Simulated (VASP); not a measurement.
# Ga8Sb3As5 (R3m) in VASP: single point with PBEsol

Aim: the single point of Ga8Sb3As5 with PBEsol.

All numbers are computed with VASP 6.6.1; they aren't measurements. Logs are shortened: lines on timing, memory, paths and dates and some standing lists are left out, and cuts for length are marked.

**1. The cell of the first run**

Symmetry: R3m, No. 160, trigonal system. Conventional cell: a = 8.251 Å, b = 8.251 Å, c = 20.240 Å, α = 90.00°, β = 90.00°, γ = 120.00°. Ga (site symmetry m) has 3 As at 2.49 to 2.50 Å and 1 Sb at 2.62 Å within 3.3 Å. Within 3.2 Å of Ga (site symmetry 3m) lie 1 As at 2.43 Å and 3 Sb at 2.57 Å. Ga (site symmetry 3m) has 4 As at 2.53 to 2.54 Å within 3.3 Å. Within 3.2 Å of Ga (site symmetry m) lie 2 As at 2.46 to 2.47 Å and 2 Sb at 2.59 Å. Within 3.4 Å of Sb (site symmetry m) lie 4 Ga at 2.57 to 2.62 Å. Within 3.2 Å of As (site symmetry 3m) lie 4 Ga at 2.43 to 2.50 Å. Within 3.3 Å of As (site symmetry 3m) lie 4 Ga at 2.47 to 2.54 Å. Within 3.2 Å of As (site symmetry m) lie 4 Ga at 2.46 to 2.53 Å.

**2. Single point, PBEsol**

INCAR reads:

```
PREC = Accurate
ENCUT = 520
EDIFF = 1E-7
ISMEAR = 0
SIGMA = 0.1
LREAL = Auto
LASPH = T
NELM = 60
ALGO = Normal
ISIF = 2
LWAVE = F
LCHARG = T
GGA = PS
LELF = T
LVHAR = T
NBANDS = 86
```

KPOINTS reads:

```
Automatic mesh
0
Gamma
  4 4 4
```

POSCAR reads:

```
Ga8Sb3As5
1.0
   -5.8343197690      5.8343197690      0.0000000000
   -5.8343197690      0.0000000000      5.8343197690
    0.0056695726      5.8399893416      5.8399893416
Ga Sb As
8 3 5
Direct
    0.0051324844      0.0051324844     -0.0135675546
    0.5033025858      0.0051324844     -0.0135675546
    0.0051324844      0.5033025858     -0.0135675546
   -0.0054791568     -0.0054791568      0.5164374704
    0.5006885813      0.5006885813     -0.0020657438
    0.4904308113      0.0094306301      0.5097077474
    0.0094306301      0.4904308113      0.5097077474
    0.4904308113      0.4904308113      0.5097077474
    0.8750670352      0.8750670352      0.3744959599
    0.3753699697      0.8750670352      0.3744959599
    0.8750670352      0.3753699697      0.3744959599
    0.8744785153      0.8744785153      0.8765644540
    0.3751110540      0.3751110540      0.3746668381
    0.3749587558      0.8759196474      0.8741628410
    0.8759196474      0.3749587558      0.8741628410
    0.3749587558      0.3749587558      0.8741628410
```

Potentials or basis: VASP PAW PBE potentials, release 64 (Ga_d, Sb, As).

Started as:

```sh
cat potpaw_PBE.64/Ga_d/POTCAR potpaw_PBE.64/Sb/POTCAR potpaw_PBE.64/As/POTCAR > POTCAR
mpirun -np 1 vasp_std > vasp.out
```

OUTCAR:

```text
PREC = Accurate
   ENCUT = 520
   EDIFF = 1E-7
   ISMEAR = 0
   LREAL = Auto
   LASPH = T
   NELM = 60
   ISIF = 2
   GGA = PS

 ion  position               nearest neighbor table
   1  0.005  0.005  0.986-  14 2.49  15 2.49  12 2.50   9 2.62
   2  0.503  0.005  0.986-  14 2.49  16 2.49  12 2.50  10 2.62
   3  0.005  0.503  0.986-  15 2.49  16 2.49  12 2.50  11 2.62
   4  0.995  0.995  0.516-  12 2.43  10 2.57   9 2.57  11 2.57
   5  0.501  0.501  0.998-  14 2.53  15 2.53  16 2.53  13 2.54
   6  0.490  0.009  0.510-  14 2.46  13 2.47   9 2.59  10 2.59
[... 8 lines left out ...]
  15  0.876  0.375  0.874-   7 2.46   3 2.49   1 2.49   5 2.53
  16  0.375  0.375  0.874-   8 2.46   3 2.49   2 2.49   5 2.53

  LATTYP: Found a trigonal (rhomboedric) cell.
 ALAT       =     8.2589940770
 COS(alpha) =     0.5009705829

  Lattice vectors:

 A1 = (   5.8399893416,   0.0056695726,   5.8399893416)
 A2 = (   5.8399893416,   5.8399893416,   0.0056695726)
 A3 = (   0.0056695726,   5.8399893416,   5.8399893416)

Analysis of symmetry for initial positions (statically):
=====================================================================
 Subroutine PRICEL returns:
 Original cell was already a primitive cell.

 Routine SETGRP: Setting up the symmetry group for a
 trigonal (rhombohedral) supercell.

 Subroutine GETGRP returns: Found  6 space group operations
 (whereof  2 operations were pure point group operations)
 out of a pool of 12 trial point group operations.

The static configuration has the point symmetry C_1h.
 The point group associated with its full space group is C_3v.

Analysis of symmetry for dynamics (positions and initial velocities):
=====================================================================
 Subroutine PRICEL returns:
 Original cell was already a primitive cell.

 Routine SETGRP: Setting up the symmetry group for a
 trigonal (rhombohedral) supercell.

 Subroutine GETGRP returns: Found  6 space group operations
 (whereof  2 operations were pure point group operations)
 out of a pool of 12 trial point group operations.

The dynamic configuration has the point symmetry C_1h.
 The point group associated with its full space group is C_3v.

 Subroutine INISYM returns: Found  6 space group operations
 (whereof  2 operations are pure point group operations),
 and found     1 'primitive' translations

----------------------------------------------------------------------------------------

                                     Primitive cell

  volume of cell :     397.7711

  direct lattice vectors                    reciprocal lattice vectors
    -5.834319769  5.834319769  0.000000000    -0.085658214  0.085741373 -0.085658214
    -5.834319769  0.000000000  5.834319769    -0.085658214 -0.085658214  0.085741373
     0.005669573  5.839989342  5.839989342     0.085575056  0.085575056  0.085575056

  length of vectors
     8.250974145  8.250974145  8.258994077     0.148412406  0.148412406  0.148220344

  position of ions in fractional coordinates (direct lattice)
     0.005132484  0.005132484  0.986432445
     0.503302586  0.005132484  0.986432445
     0.005132484  0.503302586  0.986432445
     0.994520843  0.994520843  0.516437470
     0.500688581  0.500688581  0.997934256
     0.490430811  0.009430630  0.509707747
[... 8 lines left out ...]
     0.875919647  0.374958756  0.874162841
     0.374958756  0.374958756  0.874162841

  ion indices of the primitive-cell ions
   primitive index   ion index
                 1           1
                 2           2
                 3           3
                 4           4
                 5           5
                 6           6
[... 8 lines left out ...]
                15          15
                16          16

----------------------------------------------------------------------------------------

 KPOINTS: Automatic mesh

Automatic generation of k-mesh.
 Grid dimensions read from file:
 generate k-points for:    4    4    4

 Generating k-lattice:

  Cartesian coordinates                     Fractional coordinates (reciprocal lattice)
    -0.021414554  0.021435343 -0.021414554     0.250000000  0.000000000 -0.000000000
    -0.021414554 -0.021414554  0.021435343     0.000000000  0.250000000 -0.000000000
     0.021393764  0.021393764  0.021393764     0.000000000  0.000000000  0.250000000

  Length of vectors
     0.037103102  0.037103102  0.037055086

  Shift w.r.t. Gamma in fractional coordinates (k-lattice)
     0.000000000  0.000000000  0.000000000

 Subroutine IBZKPT returns following result:
 ===========================================

 Found     13 irreducible k-points:

 Following reciprocal coordinates:
            Coordinates               Weight
  0.000000  0.000000  0.000000      1.000000
  0.250000  0.000000  0.000000      6.000000
  0.500000  0.000000  0.000000      3.000000
  0.250000  0.250000  0.000000      6.000000
  0.500000  0.250000 -0.000000     12.000000
 -0.250000  0.250000  0.000000      6.000000
  0.500000  0.500000  0.000000      3.000000
  0.000000  0.000000  0.250000      2.000000
  0.500000  0.000000  0.250000      6.000000
 -0.250000  0.000000  0.250000      6.000000
 -0.250000  0.500000  0.250000      6.000000
 -0.250000 -0.250000  0.250000      6.000000
  0.000000  0.000000  0.500000      1.000000
   k-points           NKPTS =     13   k-points in BZ     NKDIM =     13   number of bands    NBANDS=     86
   number of dos      NEDOS =    301   number of ions     NIONS =     16
   total plane-waves  NPLWV = 262144
   dimension x,y,z NGX =    64 NGY =   64 NGZ =   64
   dimension x,y,z NGXF=   128 NGYF=  128 NGZF=  128
   ions per type =               8   3   5
   NGX,Y,Z   is equivalent  to a cutoff of  12.90, 12.90, 12.88 a.u.
   NGXF,Y,Z  is equivalent  to a cutoff of  25.79, 25.79, 25.77 a.u.
 SYSTEM =  unknown system
   PREC   = accura    normal or accurate (medium, high low for compatibility)
   ISTART =      0    job   : 0-new  1-cont  2-samecut
   ICHARG =      2    charge: 1-file 2-atom 10-const
   ISPIN  =      1    spin polarized calculation?
   LNONCOLLINEAR =      F non collinear calculations
   LSORBIT =      F    spin-orbit coupling
   LASPH  =      T    aspherical Exc in radial PAW
   ENCUT  =  520.0 eV  38.22 Ry    6.18 a.u.  15.34 15.34 15.36*2*pi/ulx,y,z
   NELM   =     60;   NELMIN=  2; NELMDL= -5     # of ELM steps
   EDIFF  = 0.1E-06   stopping-criterion for ELM
   LREAL  =      T    real-space projection
   EDIFFG = 0.1E-05   stopping-criterion for IOM
   NSW    =      0    number of steps for IOM
   IBRION =     -1    ionic relax: 0-MD 1-quasi-New 2-CG
   NFREE  =      0    steps in history (QN), initial steepest desc. (CG)
   ISIF   =      2    stress and relaxation
   ISYM   =      2    0-nonsym 1-usesym 2-fastsym
   POTIM  = 0.5000    time-step for ionic-motion
   TEBEG  =    0.0;   TEEND  =   0.0 temperature during run
   PSTRESS=    0.0 pullay stress
   NELECT =     144.0000    total number of electrons
   NUPDOWN=      -1.0000    fix difference up-down
   EMIN   =  10.00;   EMAX   =-10.00  energy-range for DOS
   EFERMI =   0.00;   METHOD = LEGACY
   ISMEAR =     0;   SIGMA  =   0.10  broadening in eV -4-tet -1-fermi 0-gaus
   EFERMI_NEDOS =   21; number of points for ismear=-14 and -15
   IALGO  =     38    algorithm
   IMIX   =      4    mixing-type and parameters
     AMIX     =   0.40;   BMIX     =  1.00
     AMIX_MAG =   1.60;   BMIX_MAG =  1.00
  volume/ion in A,a.u.               =      24.86       167.77
  Fermi-wavevector in a.u.,A,eV,Ry     =   1.166768  2.204872 18.522264  1.361348
  Thomas-Fermi vector in A             =   2.303277
   LORBIT       =      0    0 simple, 1 ext, 2 COOP (PROOUT), +10 PAW based schemes
   GGA     = PS    functional components
   LHFCALC =     F    Hartree Fock is set to
   AEXX    =    0.0000 exact exchange contribution
   IVDW    =     0    specifies the selected vdW correction
   LEPSILON=     F    determine dielectric tensor
   LRPA    =     F    only Hartree local field effects (RPA)
 non-spin polarized calculation
 Gauss-broadening in eV      SIGMA  =   0.10
  energy-cutoff  :      520.00
  volume of cell :      397.77
 maximum number of plane-waves:     10777
 NGX is ok and might be reduce to    64
   NGX = 31   NGY = 31   NGZ = 31

 number of electron     143.9999996 magnetization

 Free energy of the ion-electron system (eV)
  ---------------------------------------------------
  ext. energy  EPLUGINS =         0.00000000
  ---------------------------------------------------
  free energy    TOTEN  =       -69.35991053 eV

  energy without entropy =      -69.35790915  energy(sigma->0) =      -69.35890984

 E-fermi :   4.3896     XC(G=0):  -9.5598

 val. band max:        4.1874163510   @ k =   0.0000   0.0000   0.0000
 cond. band min:       4.3920116958   @ k =   0.0000   0.0000   0.0000
 fundamental gap:      0.2045953448
 Fermi energy:         4.3895863556

 k-point     1 :       0.0000    0.0000    0.0000
  band No.  band energies     occupation
      1     -10.8928      2.00000
      2     -10.8928      2.00000
      3     -10.8856      2.00000
      4     -10.8175      2.00000
      5     -10.8175      2.00000
      6     -10.8017      2.00000
[... 76 lines left out ...]
     83       5.7768      0.00000
     84       7.5030      0.00000

 k-point     2 :       0.2500    0.0000    0.0000
  band No.  band energies     occupation
      1     -10.8916      2.00000
      2     -10.8908      2.00000
      3     -10.8848      2.00000
      4     -10.8173      2.00000
      5     -10.8172      2.00000
      6     -10.7988      2.00000
[... 946 lines left out ...]
     83       7.9809      0.00000
     84       8.0394      0.00000

 k-point    13 :       0.0000    0.0000    0.5000
  band No.  band energies     occupation
      1     -10.8913      2.00000
      2     -10.8913      2.00000
      3     -10.8838      2.00000
      4     -10.8171      2.00000
      5     -10.8171      2.00000
      6     -10.8007      2.00000
[... 76 lines left out ...]
     83       8.2479      0.00000
     84       8.2840      0.00000
 [bands above 84 left out]

------------------------ aborting loop because EDIFF is reached ----------------------------------------

  FORCE on cell =-STRESS in cart. coord.  units (eV):
  Direction    XX          YY          ZZ          XY          YZ          ZX
  --------------------------------------------------------------------------------------
  -------------------------------------------------------------------------------------
  Total        0.2490140      0.2490140      0.2490140      0.0025563      0.0025563      0.0025563
  in kB        1.0030002      1.0030002      1.0030002      0.0102967      0.0102967      0.0102967
  external PRESSURE =       1.0030002 kB  Pullay stress =       0.0000000 kB

 VOLUME and BASIS-vectors are now :
 -----------------------------------------------------------------------------
  energy-cutoff  :      520.00
  volume of cell :      397.77
      direct lattice vectors                 reciprocal lattice vectors
    -5.834319769  5.834319769  0.000000000    -0.085658214  0.085741373 -0.085658214
    -5.834319769  0.000000000  5.834319769    -0.085658214 -0.085658214  0.085741373
     0.005669573  5.839989342  5.839989342     0.085575056  0.085575056  0.085575056

 POSITION                                       TOTAL-FORCE (eV/Angst)
 -----------------------------------------------------------------------------------
     -0.05430      5.79070      5.79070        -0.002296     -0.004916     -0.004916
     -2.96078      8.69718      5.79070        -0.004916     -0.002296     -0.004916
     -2.96078      5.79070      8.69718        -0.004916     -0.004916     -0.002296
    -11.60178      8.81834      8.81834        -0.006184     -0.006184     -0.006184
     -5.83670      8.74910      8.74910        -0.001928     -0.001928     -0.001928
     -2.91346      5.83802      3.03171        -0.002428     -0.002428      0.000958
[... 8 lines left out ...]
     -7.29307     10.21550      7.29273         0.003909     -0.001876      0.003909
     -4.37030      7.29273      7.29273        -0.001876      0.003909      0.003909
 -----------------------------------------------------------------------------------
    total drift:                                0.001344      0.001338      0.001338

  FREE ENERGIE OF THE ION-ELECTRON SYSTEM (eV)
  ---------------------------------------------------
  free  energy   TOTEN  =       -69.3599105324 eV

  energy  without entropy=      -69.3579091495  energy(sigma->0) =      -69.35890984
```

It took 31 min on 1 thread of Intel Xeon 8259CL, shared host; peak memory 0.73 GiB.

What came out:

* Free energy: -69.3599 eV
* Pressure: 0.1 GPa
* Largest force: 0.015 eV/Å
* Band gap on the k mesh: zero (filled and empty bands touch)

Forces in eV/Å, atoms in the order of the input:
```
Ga  -0.002 -0.005 -0.005
Ga  -0.005 -0.002 -0.005
Ga  -0.005 -0.005 -0.002
Ga  -0.006 -0.006 -0.006
Ga  -0.002 -0.002 -0.002
Ga  -0.002 -0.002  0.001
Ga  -0.002  0.001 -0.002
Ga   0.001 -0.002 -0.002
Sb   0.000  0.005  0.005
Sb   0.005  0.000  0.005
Sb   0.005  0.005  0.000
As   0.009  0.009  0.009
As   0.000  0.000  0.000
As   0.004  0.004 -0.002
As   0.004 -0.002  0.004
As  -0.002  0.004  0.004
```

Levels at points of the mesh, in eV from the Fermi level:
```tsv
k point	band 70	band 71	band 72	band 73	band 74	band 75
(0.00, 0.00, 0.00)	-0.48	-0.20	0.00	0.00	0.13	0.48
(0.50, 0.00, 0.00)	-0.96	-0.78	-0.60	0.63	0.93	1.52
(0.50, 0.50, 0.00)	-1.45	-1.31	-1.02	1.33	1.41	1.89
(0.00, 0.00, 0.50)	-1.26	-0.43	-0.43	0.39	1.29	1.42
```

Caveat: semilocal functionals underestimate gaps, and a narrow one can read as zero; the PAW data sets were made with another functional, which shifts forces and pressure a little; spin-orbit coupling is left out, which moves the levels of the heavy elements.

The gap in the log of VASP goes by the Fermi energy; the results here count the filled bands.